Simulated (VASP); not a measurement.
# ZrH2 (Fm-3m) in VASP: further runs, part 2 of 2

VASP 6.6.1. The steps go on from the part before.

### 5 Single point, PBEsol

This run uses another cell than the first one, of 9.14 Å³/atom, 1.043 times its volume.

Input file INCAR:

```
PREC = Accurate ; ENCUT = 520
EDIFF = 1E-7 ; ISMEAR = -1
SIGMA = 0.05 ; LREAL = F
LASPH = T ; NELM = 60
ALGO = Normal ; ISIF = 2
LWAVE = F ; LCHARG = F
GGA = PS ; NBANDS = 14
```

Input file KPOINTS:

```
regular mesh
0
Gamma
  10 10 10
```

Input file POSCAR:

```
ZrH2
1.0
    0.0000000000      2.3930552175      2.3930552175
    2.3930552175      0.0000000000      2.3930552175
    2.3930552175      2.3930552175      0.0000000000
Zr H
1 2
Direct
    0.0000000000      0.0000000000      0.0000000000
    0.2500000000      0.2500000000      0.2500000000
    0.7500000000      0.7500000000      0.7500000000
```

Potentials or basis: VASP PAW PBE potentials, release 64 (Zr_sv, H).

Run with:

```bash
cat potpaw_PBE.64/Zr_sv/POTCAR potpaw_PBE.64/H/POTCAR > POTCAR
mpirun -np 1 vasp_std > vasp.out
```

OUTCAR:

```text
PREC = Accurate
   ENCUT = 520
   EDIFF = 1E-7
   ISMEAR = -1
   LREAL = F
   LASPH = T
   NELM = 60
   ISIF = 2
   GGA = PS

 ion  position               nearest neighbor table
   1  0.000  0.000  0.000-   3 2.07   3 2.07   2 2.07   2 2.07   3 2.07   2 2.07   3 2.07   2 2.07

   2  0.250  0.250  0.250-   1 2.07   1 2.07   1 2.07   1 2.07
   3  0.750  0.750  0.750-   1 2.07   1 2.07   1 2.07   1 2.07

  LATTYP: Found a face centered cubic cell.
 ALAT       =     4.7861104350

  Lattice vectors:

[... 591 lines left out ...]
     12      17.1959      0.00000
     13      17.9487      0.00000
     14      17.9550      0.00000

 [... further k-points ...]
[... 5 lines left out ...]
  --------------------------------------------------------------------------------------
  -------------------------------------------------------------------------------------
  Total       -0.3363681     -0.3363681     -0.3363681      0.0000000     -0.0000000      0.0000000
  in kB      -19.6624307    -19.6624307    -19.6624307      0.0000000     -0.0000000      0.0000000
  external PRESSURE =     -19.6624307 kB  Pullay stress =       0.0000000 kB

 VOLUME and BASIS-vectors are now :
 -----------------------------------------------------------------------------
  energy-cutoff  :      520.00
  volume of cell :       27.41
      direct lattice vectors                 reciprocal lattice vectors
     0.000000000  2.393055218  2.393055218    -0.208937929  0.208937929  0.208937929
     2.393055218  0.000000000  2.393055218     0.208937929 -0.208937929  0.208937929
     2.393055218  2.393055218  0.000000000     0.208937929  0.208937929 -0.208937929

 POSITION                                       TOTAL-FORCE (eV/Angst)
 -----------------------------------------------------------------------------------
      0.00000      0.00000      0.00000        -0.000000      0.000000     -0.000000
      1.19653      1.19653      1.19653        -0.000000     -0.000000     -0.000000
      3.58958      3.58958      3.58958         0.000000      0.000000      0.000000
 -----------------------------------------------------------------------------------
    total drift:                               -0.000000     -0.000000      0.000000

  FREE ENERGIE OF THE ION-ELECTRON SYSTEM (eV)
  ---------------------------------------------------
  free  energy   TOTEN  =       -17.5850395955 eV

  energy  without entropy=      -17.5714632712  energy(sigma->0) =      -17.57825143
```

OSZICAR:

```text
N       E                     dE             d eps       ncg     rms          rms(c)
DAV:   1     0.897549197814E+02    0.89755E+02   -0.76345E+03  1316   0.997E+02
DAV:   2    -0.155439440737E+02   -0.10530E+03   -0.10062E+03  1682   0.265E+02
DAV:   3    -0.189167339723E+02   -0.33728E+01   -0.33455E+01  1986   0.408E+01
DAV:   4    -0.189665791085E+02   -0.49845E-01   -0.49829E-01  1506   0.467E+00
DAV:   5    -0.189672499728E+02   -0.67086E-03   -0.67086E-03  1856   0.404E-01    0.177E+01
DAV:   6    -0.177907121227E+02    0.11765E+01   -0.92963E-01  1418   0.930E+00    0.676E+00
DAV:   7    -0.175833805840E+02    0.20733E+00   -0.46643E-01  1662   0.563E+00    0.848E-01
DAV:   8    -0.175849112496E+02   -0.15307E-02   -0.41044E-02  1680   0.180E+00    0.537E-01
DAV:   9    -0.175851786344E+02   -0.26738E-03   -0.15813E-03  1682   0.392E-01    0.640E-02
DAV:  10    -0.175850387280E+02    0.13991E-03   -0.12389E-04  1520   0.102E-01    0.353E-02
DAV:  11    -0.175850399073E+02   -0.11793E-05   -0.16056E-05  1606   0.372E-02    0.214E-03
DAV:  12    -0.175850397431E+02    0.16423E-06   -0.64779E-07  1638   0.553E-03    0.130E-03
DAV:  13    -0.175850396227E+02    0.12035E-06   -0.29239E-08   756   0.149E-03    0.558E-04
DAV:  14    -0.175850395955E+02    0.27260E-07   -0.51727E-09   706   0.455E-04
   1 F= -.17585040E+02 E0= -.17578251E+02  d E =-.135763E-01
```

Wall time 10 s (1 thread of Intel Xeon 6975P-C (Granite Rapids), shared host); peak memory 0.16 GiB.

What came out:

- Free energy: -17.5850 eV
- Pressure: -2.0 GPa
- Band gap on the k mesh: zero (band 7 reaches 8.93 eV, above the bottom of band 8 at 8.13 eV)

Levels at points of the mesh, in eV from the Fermi level:
```
           k point  band 3  band 4  band 5  band 6  band 7  band 8  band 9  band 10  band 11  band 12
(0.00, 0.00, 0.00)  -26.89  -26.89   -9.67   -1.26   -0.34   -0.34   -0.34     2.31     2.31    11.00
(0.50, 0.00, 0.00)  -26.97  -26.97   -7.47   -4.42   -0.21   -0.21    3.70     3.70     4.67     6.60
(0.50, 0.50, 0.00)  -27.12  -27.12   -6.60   -4.50   -3.42    3.89    3.95     3.95     6.74     6.74
```

Caveat: the PAW data sets were made with another functional, which shifts forces and pressure a little.

### 6 Single point, PBEsol

This run uses another cell than the first one, of 9.32 Å³/atom, 1.064 times its volume.

Input file INCAR:

```
PREC     = Accurate       # precision mode
ENCUT    = 520            # plane-wave cutoff, eV
EDIFF    = 1E-7           # SCF threshold, eV
ISMEAR   = -1             # smearing method
SIGMA    = 0.05           # smearing width, eV
LREAL    = F              # projectors in reciprocal space
LASPH    = T              # aspherical terms in the spheres
NELM     = 100            # most SCF steps
ALGO     = Normal         # electronic algorithm
ISIF     = 2              # what is computed and relaxed
LWAVE    = F              # write WAVECAR
LCHARG   = F              # write CHGCAR
GGA      = PS             # functional
NBANDS   = 14             # bands
```

Input file KPOINTS:

```
Automatic mesh
0
Gamma
  10 10 10
```

Input file POSCAR:

```
ZrH2
1.0
    0.0000000000      2.4092250000      2.4092250000
    2.4092250000      0.0000000000      2.4092250000
    2.4092250000      2.4092250000      0.0000000000
Zr H
1 2
Direct
    0.0000000000      0.0000000000      0.0000000000
    0.2500000000      0.2500000000      0.2500000000
    0.7500000000      0.7500000000      0.7500000000
```

Potentials or basis: VASP PAW PBE potentials, release 64 (Zr_sv, H).

Run with:

```bash
cat potpaw_PBE.64/Zr_sv/POTCAR potpaw_PBE.64/H/POTCAR > POTCAR
mpirun -np 1 vasp_std > vasp.out
```

OUTCAR:

```text
PREC = Accurate
   ENCUT = 520
   EDIFF = 1E-7
   ISMEAR = -1
   LREAL = F
   LASPH = T
   NELM = 100
   ISIF = 2
   GGA = PS

 ion  position               nearest neighbor table
   1  0.000  0.000  0.000-   3 2.09   3 2.09   3 2.09   2 2.09   3 2.09   2 2.09   2 2.09   2 2.09

   2  0.250  0.250  0.250-   1 2.09   1 2.09   1 2.09   1 2.09
   3  0.750  0.750  0.750-   1 2.09   1 2.09   1 2.09   1 2.09

  LATTYP: Found a face centered cubic cell.
 ALAT       =     4.8184500000

  Lattice vectors:

 A1 = (   0.0000000000,   2.4092250000,   2.4092250000)
 A2 = (   2.4092250000,   0.0000000000,   2.4092250000)
 A3 = (   2.4092250000,   2.4092250000,   0.0000000000)

Analysis of symmetry for initial positions (statically):
=====================================================================
 Subroutine PRICEL returns:
 Original cell was already a primitive cell.

 Routine SETGRP: Setting up the symmetry group for a
 face centered cubic supercell.

 Subroutine GETGRP returns: Found 48 space group operations
[... 9 lines left out ...]

 Routine SETGRP: Setting up the symmetry group for a
 face centered cubic supercell.

 Subroutine GETGRP returns: Found 48 space group operations
[... 11 lines left out ...]
                                     Primitive cell

  volume of cell :      27.9680

  direct lattice vectors                    reciprocal lattice vectors
     0.000000000  2.409225000  2.409225000    -0.207535618  0.207535618  0.207535618
     2.409225000  0.000000000  2.409225000     0.207535618 -0.207535618  0.207535618
     2.409225000  2.409225000  0.000000000     0.207535618  0.207535618 -0.207535618

  length of vectors
     3.407158670  3.407158670  3.407158670     0.359462235  0.359462235  0.359462235

  position of ions in fractional coordinates (direct lattice)
     0.000000000  0.000000000  0.000000000
     0.250000000  0.250000000  0.250000000
     0.750000000  0.750000000  0.750000000

  ion indices of the primitive-cell ions
   primitive index   ion index
                 1           1
[... 96 lines left out ...]
  Fermi-wavevector in a.u.,A,eV,Ry     =   1.299861  2.456381 22.988919  1.689638
  Thomas-Fermi vector in A             =   2.431097
   LORBIT       =      0    0 simple, 1 ext, 2 COOP (PROOUT), +10 PAW based schemes
   GGA     = PS    functional components
   LHFCALC =     F    Hartree Fock is set to
   AEXX    =    0.0000 exact exchange contribution
   IVDW    =     0    specifies the selected vdW correction
   LEPSILON=     F    determine dielectric tensor
   LRPA    =     F    only Hartree local field effects (RPA)
 non-spin polarized calculation
  energy-cutoff  :      520.00
  volume of cell :       27.97
 maximum number of plane-waves:       764
 NGX is ok and might be reduce to    28
   NGX = 13   NGY = 13   NGZ = 13

 number of electron      14.0000000 magnetization

 Free energy of the ion-electron system (eV)
  ---------------------------------------------------
  ext. energy  EPLUGINS =         0.00000000
  ---------------------------------------------------
  free energy    TOTEN  =       -17.57430137 eV

  energy without entropy =      -17.56047456  energy(sigma->0) =      -17.56738797

 E-fermi :   8.2618     XC(G=0): -11.2690

 val. band max:        8.2148362836   @ k =  -0.1000   0.1000   0.0000
 cond. band min:       8.2625954905   @ k =  -0.1000   0.1000   0.0000
 fundamental gap:      0.0477592069
 Fermi energy:         8.2618031743

 k-point     1 :       0.0000    0.0000    0.0000
  band No.  band energies     occupation
      1     -40.9016      2.00000
      2     -18.6872      2.00000
      3     -18.6872      2.00000
      4     -18.6872      2.00000
      5      -1.3231      2.00000
      6       7.0085      2.00000
      7       7.9310      1.99733
      8       7.9310      1.99733
      9       7.9310      1.99733
     10      10.5110      0.00000
     11      10.5110      0.00000
     12      19.1312      0.00000
     13      20.4778      0.00000
     14      20.4778      0.00000
[... 377 lines left out ...]
      1     -40.8206      2.00000
      2     -19.2059      2.00000
      3     -18.8762      2.00000
      4     -18.8532      2.00000
      5       2.0043      2.00000
      6       2.3748      2.00000
      7       6.4720      2.00000
      8      10.1132      0.00000
      9      10.6383      0.00000
     10      11.8304      0.00000
     11      15.8992      0.00000
     12      16.8011      0.00000
     13      17.5607      0.00000
     14      17.5680      0.00000

 [... further k-points ...]
[... 5 lines left out ...]
  --------------------------------------------------------------------------------------
  -------------------------------------------------------------------------------------
  Total       -0.8002527     -0.8002527     -0.8002527     -0.0000000     -0.0000000      0.0000000
  in kB      -45.8432792    -45.8432792    -45.8432792     -0.0000000     -0.0000000      0.0000000
  external PRESSURE =     -45.8432792 kB  Pullay stress =       0.0000000 kB

 VOLUME and BASIS-vectors are now :
 -----------------------------------------------------------------------------
  energy-cutoff  :      520.00
  volume of cell :       27.97
      direct lattice vectors                 reciprocal lattice vectors
     0.000000000  2.409225000  2.409225000    -0.207535618  0.207535618  0.207535618
     2.409225000  0.000000000  2.409225000     0.207535618 -0.207535618  0.207535618
     2.409225000  2.409225000  0.000000000     0.207535618  0.207535618 -0.207535618

 POSITION                                       TOTAL-FORCE (eV/Angst)
 -----------------------------------------------------------------------------------
      0.00000      0.00000      0.00000         0.000000      0.000000      0.000000
      1.20461      1.20461      1.20461        -0.000000     -0.000000     -0.000000
      3.61384      3.61384      3.61384         0.000000      0.000000      0.000000
 -----------------------------------------------------------------------------------
    total drift:                               -0.000000     -0.000000      0.000000

  FREE ENERGIE OF THE ION-ELECTRON SYSTEM (eV)
  ---------------------------------------------------
  free  energy   TOTEN  =       -17.5743013735 eV

  energy  without entropy=      -17.5604745615  energy(sigma->0) =      -17.56738797
```

Run time: 10 s. Hardware: 1 thread of Intel Xeon 6975P-C (Granite Rapids), shared host; peak memory 0.16 GiB.

What came out:

* Free energy: -17.5743 eV
* Pressure: -4.6 GPa
* Band gap on the k mesh: zero (band 7 reaches 8.72 eV, above the bottom of band 8 at 7.93 eV)

Levels at points of the mesh, in eV from the Fermi level:
| k point | band 3 | band 4 | band 5 | band 6 | band 7 | band 8 | band 9 | band 10 | band 11 | band 12 |
| --- | --- | --- | --- | --- | --- | --- | --- | --- | --- | --- |
| (0.00, 0.00, 0.00) | -26.95 | -26.95 | -9.58 | -1.25 | -0.33 | -0.33 | -0.33 | 2.25 | 2.25 | 10.87 |
| (0.50, 0.00, 0.00) | -27.03 | -27.03 | -7.38 | -4.43 | -0.21 | -0.21 | 3.60 | 3.60 | 4.65 | 6.40 |
| (0.50, 0.50, 0.00) | -27.16 | -27.16 | -6.50 | -4.53 | -3.35 | 3.78 | 3.84 | 3.84 | 6.62 | 6.62 |

Caveat: the PAW data sets were made with another functional, which shifts forces and pressure a little.

### 7 Summary

| cell | gap on the mesh (eV) | pressure (GPa) |
| --- | --- | --- |
| a = 3.338 Å, angles 60.0°, 3 atoms | none | 4.1 |
| a = 3.361 Å, angles 60.0°, 3 atoms | none | 0.9 |
| a = 3.407 Å, angles 60.0°, 3 atoms | none | -4.6 |
| a = 3.384 Å, angles 60.0°, 3 atoms | none | -2.0 |

Alike in all rows: task single point; level PBEsol; potentials or basis VASP PAW PBE potentials, release 64 (Zr_sv, H); no spin polarisation; k mesh 10 × 10 × 10; cutoff (eV) 520; smearing fermi-dirac 0.05 eV.

Caveats: the PAW data sets were made with another functional, which shifts forces and pressure a little.

Total energies depend on the potentials used, so only differences within one code and one set of settings carry meaning.
